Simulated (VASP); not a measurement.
# Si5C4 in VASP: a series of runs, part 2 of 2

VASP 6.6.1. The steps go on from the part before.

## Step 3: Single point, PBE, collinear spin

Contents of INCAR:

```
  PREC = Accurate
  ENCUT = 520
  EDIFF = 1E-7
  ISMEAR = 0
  SIGMA = 0.05
  LREAL = False
  LASPH = True
  NELM = 150
  ALGO = Normal
  ISIF = 2
  LWAVE = False
  LCHARG = True
  ISPIN = 2
  MAGMOM = 0 0 0 0 2 0 0 0 0
  LORBIT = 11
  LDIPOL = True
  IDIPOL = 3
  DIPOL = 0.5 0.5 0.325
  GGA = PE
  LELF = True
  LVHAR = True
  LVACPOTAV = True
  NBANDS = 32
```

Contents of KPOINTS:

```
Automatic mesh
0
Gamma
  9 5 1
```

Contents of POSCAR:

```
Si5C4
1.0
    3.0920147377      0.0000000000      0.0000000000
    0.0000000000      5.0738209500      0.0000000000
    0.0000000000      0.0000000000     18.9686852044
Si C
5 4
Direct
    0.0000000000      0.9954360498      0.2108738669
    0.5000000000      0.4954360498      0.2579297257
    0.5000000000      0.9936729075      0.3565277077
    0.0000000000      0.4650510040      0.3853429996
    0.0000000000      0.2904870000      0.4967489962
    0.0000000000      0.6195639502      0.2108738669
    0.5000000000      0.1195639502      0.2579297257
    0.5000000000      0.6250368441      0.3569005348
    0.0000000000      0.1238203333      0.3937376325
```

Potentials or basis: VASP PAW PBE potentials, release 64 (Si, C).

Run with:

```
> cat potpaw_PBE.64/Si/POTCAR potpaw_PBE.64/C/POTCAR > POTCAR
> mpirun -np 1 vasp_std > vasp.out
```

OUTCAR:

```text
PREC = Accurate
   ENCUT = 520
   EDIFF = 1E-7
   ISMEAR = 0
   LREAL = False
   LASPH = True
   NELM = 150
   ISIF = 2
   ISPIN = 2
   LORBIT = 11
   GGA = PE

 ion  position               nearest neighbor table
   1  0.000  0.995  0.211-   7 1.89   7 1.89   6 1.91   2 3.10   2 3.10   2 3.10   2 3.10
   2  0.500  0.495  0.258-   6 1.89   6 1.89   7 1.91   8 1.99   4 2.87   4 2.87   1 3.10   1 3.10
                             1 3.10   1 3.10   3 3.14
   3  0.500  0.994  0.357-   9 1.82   9 1.82   8 1.87   7 1.98   4 2.90   4 2.90   4 3.14   4 3.14
                             2 3.14
   4  0.000  0.465  0.385-   9 1.74   8 1.83   8 1.83   5 2.29   2 2.87   2 2.87   3 2.90   3 2.90
                             3 3.14   3 3.14
   5  0.000  0.290  0.497-   9 2.13   4 2.29
   6  0.000  0.620  0.211-   2 1.89   2 1.89   1 1.91
   7  0.500  0.120  0.258-   1 1.89   1 1.89   2 1.91   3 1.98
   8  0.500  0.625  0.357-   4 1.83   4 1.83   3 1.87   2 1.99
   9  0.000  0.124  0.394-   4 1.74   3 1.82   3 1.82   5 2.13

  LATTYP: Found a simple orthorhombic cell.
 ALAT       =     3.0920147377
 B/A-ratio  =     1.6409433267
 C/A-ratio  =     6.1347331153

  Lattice vectors:

 A1 = (   3.0920147377,   0.0000000000,   0.0000000000)
 A2 = (   0.0000000000,   5.0738209500,   0.0000000000)
 A3 = (   0.0000000000,   0.0000000000,  18.9686852044)

Analysis of symmetry for initial positions (statically):
=====================================================================
 Subroutine PRICEL returns:
 Original cell was already a primitive cell.

 Routine SETGRP: Setting up the symmetry group for a
 simple orthorhombic supercell.

 Subroutine GETGRP returns: Found  2 space group operations
 (whereof  2 operations were pure point group operations)
 out of a pool of  8 trial point group operations.

The static configuration has the point symmetry C_1h.

Analysis of symmetry for dynamics (positions and initial velocities):
=====================================================================
 Subroutine PRICEL returns:
 Original cell was already a primitive cell.

 Routine SETGRP: Setting up the symmetry group for a
 simple orthorhombic supercell.

 Subroutine GETGRP returns: Found  2 space group operations
 (whereof  2 operations were pure point group operations)
 out of a pool of  8 trial point group operations.

The dynamic configuration has the point symmetry C_1h.

Analysis of structural, dynamic, and magnetic symmetry:
=====================================================================
 Subroutine PRICEL returns:
 Original cell was already a primitive cell.

 Routine SETGRP: Setting up the symmetry group for a
 simple orthorhombic supercell.

 Subroutine GETGRP returns: Found  2 space group operations
 (whereof  2 operations were pure point group operations)
 out of a pool of  8 trial point group operations.

The overall configuration has the point symmetry C_1h.

 Subroutine INISYM returns: Found  2 space group operations
 (whereof  2 operations are pure point group operations),
 and found     1 'primitive' translations

----------------------------------------------------------------------------------------

                                     Primitive cell

  volume of cell :     297.5870
[... 111 lines left out ...]
   IMIX   =      4    mixing-type and parameters
     AMIX     =   0.40;   BMIX     =  1.00
     AMIX_MAG =   1.60;   BMIX_MAG =  1.00
  volume/ion in A,a.u.               =      33.07       223.14
  Fermi-wavevector in a.u.,A,eV,Ry     =   0.809663  1.530041  8.919359  0.655554
  Thomas-Fermi vector in A             =   1.918696
   LORBIT       =     11    0 simple, 1 ext, 2 COOP (PROOUT), +10 PAW based schemes
   GGA     = PE    functional components
   LHFCALC =     F    Hartree Fock is set to
   AEXX    =    0.0000 exact exchange contribution
   IVDW    =     0    specifies the selected vdW correction
   LEPSILON=     F    determine dielectric tensor
   LRPA    =     F    only Hartree local field effects (RPA)
 spin polarized calculation
 Gauss-broadening in eV      SIGMA  =   0.05
  energy-cutoff  :      520.00
  volume of cell :      297.59
 maximum number of plane-waves:      8052
 NGX is ok and might be reduce to    24
   NGX = 11   NGY = 19   NGZ = 71

 number of electron      35.9999997 magnetization       0.4436166

 dipolmoment           0.000000      0.000000     -0.002796 electrons x Angstroem

 Free energy of the ion-electron system (eV)
  ---------------------------------------------------
  ext. energy  EPLUGINS =         0.00000000
  ---------------------------------------------------
  free energy    TOTEN  =       -59.42028945 eV

  energy without entropy =      -59.41721631  energy(sigma->0) =      -59.41875288

 E-fermi :  -0.4898     XC(G=0):  -4.8025

 val. band max:       -0.5125450382   @ k =   0.4444   0.2000   0.0000
 cond. band min:      -0.4866909915   @ k =   0.1111   0.2000   0.0000
 fundamental gap:      0.0258540467
 Fermi energy:        -0.4898268749

 spin component 1

 k-point     1 :       0.0000    0.0000    0.0000
  band No.  band energies     occupation
      1     -16.1804      1.00000
      2     -14.2262      1.00000
      3     -12.7302      1.00000
      4     -11.1386      1.00000
      5      -9.8133      1.00000
      6      -8.8981      1.00000
[... 484 lines left out ...]
     29       5.7026      0.00000
     30       6.2396      0.00000
 Fermi energy:        -0.4898268749

 spin component 2

 k-point     1 :       0.0000    0.0000    0.0000
  band No.  band energies     occupation
      1     -16.1434      1.00000
      2     -14.1986      1.00000
      3     -12.6971      1.00000
      4     -11.1199      1.00000
      5      -9.7407      1.00000
      6      -8.8374      1.00000
[... 484 lines left out ...]
     29       5.7678      0.00000
     30       6.3056      0.00000
 [bands above 30 left out]

------------------------ aborting loop because EDIFF is reached ----------------------------------------

  FORCE on cell =-STRESS in cart. coord.  units (eV):
  Direction    XX          YY          ZZ          XY          YZ          ZX
  --------------------------------------------------------------------------------------
  -------------------------------------------------------------------------------------
  Total        0.3061684      2.7701879     -2.2772176      0.0000000     -1.6024426      0.0000000
  in kB        1.6483790     14.9144034    -12.2603024      0.0000000     -8.6273845      0.0000000
  external PRESSURE =       1.4341600 kB  Pullay stress =       0.0000000 kB

 VOLUME and BASIS-vectors are now :
 -----------------------------------------------------------------------------
  energy-cutoff  :      520.00
  volume of cell :      297.59
      direct lattice vectors                 reciprocal lattice vectors
     3.092014738  0.000000000  0.000000000     0.323413724  0.000000000  0.000000000
     0.000000000  5.073820950  0.000000000     0.000000000  0.197090124  0.000000000
     0.000000000  0.000000000 18.968685204     0.000000000  0.000000000  0.052718467

 POSITION                                       TOTAL-FORCE (eV/Angst)
 -----------------------------------------------------------------------------------
      0.00000      5.05066      4.00000         0.000000     -2.101486      1.860623
      1.54601      2.51375      4.89259         0.000000      0.954184     -2.293908
      1.54601      5.04172      6.76286         0.000000     -0.945665     -0.987381
      0.00000      2.35959      7.30945         0.000000      3.164268      0.665991
      0.00000      1.47388      9.42268         0.000000     -0.877604     -0.018674
      0.00000      3.14356      4.00000         0.000000      1.257632      1.295247
      1.54601      0.60665      4.89259         0.000000      0.270739     -0.527836
      1.54601      3.17133      6.76993         0.000000     -0.253733     -1.253143
      0.00000      0.62824      7.46869         0.000000     -1.468335      1.259080
 -----------------------------------------------------------------------------------
    total drift:                                0.000000     -0.000161      0.000041

  FREE ENERGIE OF THE ION-ELECTRON SYSTEM (eV)
  ---------------------------------------------------
  free  energy   TOTEN  =       -59.4202894470 eV

  energy  without entropy=      -59.4172163094  energy(sigma->0) =      -59.41875288

 vacuum level on the upper side and lower side of the slab         4.549         4.582

 total charge

# of ion       s       p       d       tot
------------------------------------------
    1        0.746   0.867   0.000   1.613
    2        0.710   0.923   0.000   1.633
    3        0.714   0.961   0.000   1.675
    4        0.735   1.050   0.000   1.784
    5        0.865   0.686   0.000   1.551
    6        0.856   1.529   0.000   2.385
    7        0.848   1.636   0.000   2.483
    8        0.850   1.696   0.000   2.546
    9        0.858   1.717   0.000   2.575
--------------------------------------------------
tot          7.181  11.065   0.000  18.246

 magnetization (x)

# of ion       s       p       d       tot
------------------------------------------
    1        0.006   0.022   0.000   0.028
    2        0.001   0.003   0.000   0.004
    3        0.001   0.003   0.000   0.004
    4        0.002   0.038   0.000   0.040
    5        0.006   0.064   0.000   0.071
    6       -0.001   0.003   0.000   0.002
    7        0.001   0.002   0.000   0.002
    8        0.002   0.017   0.000   0.020
    9        0.001   0.014   0.000   0.015
--------------------------------------------------
tot          0.018   0.168   0.000   0.186
```

It took 8.3 min on 1 thread of Intel Xeon Platinum 8488C (Sapphire Rapids), shared host; peak memory 0.56 GiB.

What came out:

```
Free energy                                           : -59.4203 eV
Largest force                                         : 3.234 eV/Å
Net moment                                            : 0.44 μB per cell
Site moments                                          : Si +0.03, +0.00, +0.04, +0.07 (each value once); C +0.00, +0.02, +0.01 (each value once) μB
Valence electrons inside the program's atomic spheres : Si 1.61, 1.63, 1.68, 1.78, 1.55; C 2.38, 2.48, 2.55, 2.58
```

Forces on the atoms (eV/Å):
```
Si   0.000 -2.101  1.861
Si   0.000  0.954 -2.294
Si   0.000 -0.946 -0.987
Si   0.000  3.164  0.666
Si   0.000 -0.878 -0.019
C    0.000  1.258  1.295
C    0.000  0.271 -0.528
C    0.000 -0.254 -1.253
C    0.000 -1.468  1.259
```
